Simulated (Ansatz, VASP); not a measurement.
## One calculation of Eu, two programs

The input INCAR:

```
SYSTEM = Eu
PREC = Accurate
ENCUT = 520
EDIFF = 1E-7
ISMEAR = -1
SIGMA = 0.03
LREAL = .False.
LASPH = .True.
NELM = 150
ALGO = Normal
ISIF = 2
LWAVE = .False.
LCHARG = .False.
ISPIN = 2
MAGMOM = 7
LORBIT = 11
LMAXMIX = 6
GGA = PE
NBANDS = 18
```

Contents of KPOINTS:

```
regular mesh
0
Gamma
  11 11 11
  0 0 0
```

Contents of POSCAR:

```
Eu
1.0
   -2.2755000000      2.2755000000      2.2755000000
    2.2755000000     -2.2755000000      2.2755000000
    2.2755000000      2.2755000000     -2.2755000000
Eu
1
Direct
    0.0000000000      0.0000000000      0.0000000000
```

Input for Ansatz:

```yaml
crystal:
  lattice:
    - [-2.2755, 2.2755, 2.2755]
    - [2.2755, -2.2755, 2.2755]
    - [2.2755, 2.2755, -2.2755]
  atoms:
    - { symbol: Eu, position: [0.0, 0.0, 0.0], spin: 7.0 }
magnetization:
  spin_polarized: true
kpoints:
  mp_grid: { grid: [11, 11, 11] }
  band_path:
    path:
      - [0.0, 0.0, 0.0]
      - [0.5, -0.5, 0.5]
      - [0.0, 0.0, 0.5]
      - [0.0, 0.0, 0.0]
      - [0.25, 0.25, 0.25]
      - [0.5, -0.5, 0.5]
      - [0.25, 0.25, 0.25]
      - [0.0, 0.0, 0.5]
    npoints: 5
scf:
  occupations: { method: fermi_dirac, width: 0.03 }
hamiltonian:
  xc: pbe
  pseudopotentials:
    kind: all_electron
    lapw: { basis_error: 0.0005 }
    relativity: none
output:
  forces: true
  stress: true
  eigenvalues: true
```

Alike in both runs: task single point; functional PBE; k mesh 11 × 11 × 11; occupations fermi-dirac, width 0.03 eV; collinear spin.

```csv
,VASP,Ansatz
version,VASP 6.6.1,Ansatz 0.2.0
potentials or method,"VASP PAW PBE potentials, release 64 (Eu), cutoff 520 eV","all-electron LAPW, non-relativistic"
```

VASP gave:

```
pressure (GPa)                                                : -1.5
net moment per atom (μB)                                      : 7.29
size of the moment on the site where the two differ most (μB) : 6.68
```

Q: Which values does Ansatz return?

A: Pressure (GPa): 1.3; net moment per atom (μB): 7.38; size of the moment on the site where the two differ most (μB): 7.25.

Site moments also hang on the region over which each program counts them. Ansatz ran all-electron here, and VASP with PAW potentials.

Neither program's run includes spin-orbit coupling.
